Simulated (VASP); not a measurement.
Runs of VASP 6.6.1 on SnO. The structure is that of space group P4/nmm (No. 129), or close to it. The cells are those of the table. 

| level | cell | gap on the mesh (eV) | largest force (eV/Å) |
| --- | --- | --- | --- |
| PBE+D3(BJ) | a = 3.821, b = 3.821, c = 30.633 Å, 4 atoms | 3.09 | 0.09 |
| PBE+D3(BJ) | a = 3.744, b = 3.744, c = 30.633 Å, 4 atoms | 3.15 | 0.10 |
| PBE+D3(BJ) | a = 3.973, b = 3.973, c = 30.633 Å, 4 atoms | (b) | 0.07 |
| PBE+D3(BJ) | a = 3.668, b = 3.668, c = 30.633 Å, 4 atoms | 3.14 | 0.10 |
| PBE+D3(BJ) | a = 4.088, b = 4.088, c = 30.633 Å, 4 atoms | 2.14 | 0.06 |
| r2SCAN | a = 3.821, b = 3.821, c = 30.633 Å, 4 atoms | (a) | 0.35 |
| PBE+D3(BJ) | a = 3.837, b = 3.837, c = 30.633 Å, 4 atoms | (c) | 0.42 |

Alike in all rows: task single point; potentials or basis VASP PAW PBE potentials, release 64 (Sn_d, O); no spin polarisation; k mesh 6 × 6 × 1; cutoff (eV) 520; smearing gaussian 0.02 eV.

**Question.** Fill in the values left out.

**Answer.** (a) 3.45; (b) 2.50; (c) 2.97.

Caveats: spin-orbit coupling is left out, which moves the levels of the heavy elements; the PAW data sets were made with another functional, which shifts forces and pressure a little (some runs).

A k mesh can miss the band edges, and the runs leave out spin-orbit coupling on Sn.
